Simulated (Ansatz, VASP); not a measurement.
# Os2W in VASP and in Ansatz

File INCAR:

```
PREC = Accurate
ENCUT = 600
EDIFF = 1E-6
ISMEAR = 0
SIGMA = 0.1
LREAL = F
LASPH = T
NELM = 60
ALGO = Fast
ISIF = 3
LWAVE = F
LCHARG = F
GGA = PE
IBRION = 2
NSW = 100
EDIFFG = -0.01
```

The input KPOINTS:

```
Automatic mesh
0
Gamma
  14 14 14
```

POSCAR

```
Os2W
1.0
    0.0000000000      2.9835217907      2.9835217907
    2.9835217907      0.0000000000      2.9835217907
    2.9835217907      2.9835217907      0.0000000000
Os W
2 1
Direct
    0.2500000000      0.2500000000      0.2500000000
    0.7500000000      0.7500000000      0.7500000000
    0.0000000000      0.0000000000      0.0000000000
```

Input for Ansatz:

```yaml
crystal:
  lattice:
    - [0.0, 2.9835217907, 2.9835217907]
    - [2.9835217907, 0.0, 2.9835217907]
    - [2.9835217907, 2.9835217907, 0.0]
  atoms:
    - { symbol: Os, position: [0.25, 0.25, 0.25] }
    - { symbol: Os, position: [0.75, 0.75, 0.75] }
    - { symbol: W, position: [0.0, 0.0, 0.0] }
basis:
  ecutwfc: 420
kpoints:
  mp_grid: { grid: [14, 14, 14] }
hamiltonian:
  xc: pbe
scf:
  occupations: { method: gaussian, width: 0.1 }
output:
  forces: true
  stress: true
  eigenvalues: true
  write_density: true
  write_potential: true
  elf: true
  volumetric_format: npy
relax:
  adjacent_minimum: "off"
  f_tol: 0.01
  max_steps: 80
  cell: { stress_tol: 0.05 }
```

Alike in both runs: task relaxation of cell and atoms; functional PBE; k mesh 14 × 14 × 14; occupations gaussian, width 0.1 eV; no spin polarisation.

|  | VASP | Ansatz |
| --- | --- | --- |
| version | VASP 6.6.1 | Ansatz 0.2.0 |
| potentials or method | VASP PAW PBE potentials, release 64 (Os, W_sv), cutoff 600 eV | scalar-relativistic, plane waves, PAW |
| valence electrons in the cell | 30 | 46 |

Ansatz gave:

```
gap on the k mesh at the Fermi level, each at its own relaxed structure (eV) : none
relaxed volume (Å³/atom)                                                     : 17.69
relaxed length of the cell vector where the two differ most in proportion (Å)              : 4.218
```

Task: What did VASP give for the same quantities?

Result: gap on the k mesh at the Fermi level, each at its own relaxed structure (eV): none; relaxed volume (Å³/atom): 17.72; relaxed length of the cell vector where the two differ most in proportion (Å): 4.220.

A gap of «none» marks a metal or a gap that the smearing closes. VASP's potentials hold 30 valence electrons a cell and Ansatz's 46, so a difference there can come from the potentials and not from the codes.

Spin-orbit coupling is off throughout.
